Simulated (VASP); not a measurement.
A run of VASP 6.6.1:

File INCAR:

```
PREC = Accurate ; ENCUT = 520
EDIFF = 1E-7 ; ISMEAR = 0
SIGMA = 0.1 ; LREAL = False
LASPH = True ; NELM = 80
ALGO = Fast ; ISIF = 2
LWAVE = False ; LCHARG = True
GGA = PE ; LELF = True
LVHAR = True ; NBANDS = 24
```

The input KPOINTS:

```
Automatic mesh
0
Gamma
  14 14 4
```

The input POSCAR:

```
CsRe
1.0
    3.5174912258      0.0000000000      0.0000000000
    0.0000000000      3.5174912258      0.0000000000
    0.0000000000      0.0000000000     11.8684771967
Cs Re
2 2
Direct
    0.5000000000      0.0000000000      0.2687316900
    0.0000000000      0.5000000000      0.7312683100
    0.5000000000      0.0000000000      0.9778983081
    0.0000000000      0.5000000000      0.0221016919
```

Potentials or basis: VASP PAW PBE potentials, release 64 (Cs_sv, Re).

Command:

```console
$ cat potpaw_PBE.64/Cs_sv/POTCAR potpaw_PBE.64/Re/POTCAR > POTCAR
$ mpirun -np 1 vasp_std > vasp.out
```

Hardware: 1 thread of AMD EPYC 9R45 96-Core Processor (Zen 5), on a shared host.

How long does it take, and how much memory?

It took 6.5 min on 1 thread of AMD EPYC 9R45 96-Core Processor (Zen 5), with other jobs on the host, peak memory 0.46 GiB. Counts: scf iterations 20, k points 108.
